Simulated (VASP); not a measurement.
## Hf2N: single point with PBEsol

Crystal: Hf2N.

```
CELL_PARAMETERS angstrom
5.13667 0.00000 0.00000
0.00000 5.13667 0.00000
0.00000 0.00000 3.22745
ATOMIC_POSITIONS crystal
Hf 0.29546 0.29546 0.00000
Hf 0.70454 0.70454 0.00000
Hf 0.79546 0.20454 0.50000
Hf 0.20454 0.79546 0.50000
N 0.00000 0.00000 0.00000
N 0.50000 0.50000 0.50000
```

This cell differs from its parent crystal: strain -0.030 along x and y, +0.000 along z.

```yaml
Program: VASP 6.6.1
Task: single point
Functional: PBEsol
Potentials_or_basis: VASP PAW PBE potentials, release 64 (Hf_pv, N)
Cutoff: 520 eV
k_mesh: 10 × 10 × 14
Occupations: gaussian, width 0.15 eV
Spin: no spin polarisation
```

The pressure is 13.2 GPa. The largest force is 0.108 eV/Å and the band gap on the k mesh is zero (bands 25 and 26 overlap by 2.86 eV).

Forces on the atoms (eV/Å):
```
Hf  -0.076 -0.076  0.000
Hf   0.076  0.076  0.000
Hf  -0.076  0.076  0.000
Hf   0.076 -0.076  0.000
N    0.000  0.000  0.000
N    0.000  0.000  0.000
```

Stress tensor (GPa, compression positive):
```
16.37  0.00  0.00
 0.00 16.37  0.00
 0.00  0.00  6.86
```

Levels at points of the mesh, in eV from the Fermi level:
| k point | band 22 | band 23 | band 24 | band 25 | band 26 | band 27 | band 28 | band 29 | band 30 | band 31 |
| --- | --- | --- | --- | --- | --- | --- | --- | --- | --- | --- |
| (0.00, 0.00, 0.00) | -2.26 | 0.15 | 0.77 | 0.98 | 1.27 | 1.27 | 1.64 | 1.64 | 1.78 | 2.86 |
| (0.50, 0.00, 0.00) | -2.51 | -1.12 | -1.12 | 1.59 | 1.59 | 1.70 | 1.70 | 2.36 | 2.36 | 3.91 |
| (0.50, 0.50, 0.00) | -1.79 | -1.43 | -1.43 | 1.07 | 1.07 | 1.71 | 1.71 | 1.85 | 1.85 | 2.20 |
| (0.00, 0.00, 0.50) | -1.59 | -1.34 | -1.34 | -1.27 | -1.27 | 2.44 | 2.44 | 4.06 | 4.06 | 4.26 |
| (0.50, 0.00, 0.50) | -2.11 | -1.20 | -1.20 | -1.01 | -1.01 | 1.94 | 1.94 | 4.22 | 4.22 | 4.63 |
| (0.50, 0.50, 0.50) | -1.88 | -0.89 | -0.89 | -0.53 | -0.53 | 1.46 | 1.46 | 3.16 | 3.16 | 4.58 |

Wall time 3.5 min on 1 thread of AMD EPYC 9R45 96-Core Processor (Zen 5), with other jobs on the host, peak memory 0.44 GiB.

Caveat: the cell differs from its parent crystal (strain -0.030 along x and y, +0.000 along z); the stress differs along the axes, from 7 to 16 GPa; the PAW data sets were made with another functional, which shifts forces and pressure a little; spin-orbit coupling is left out, which moves the levels of the heavy elements.
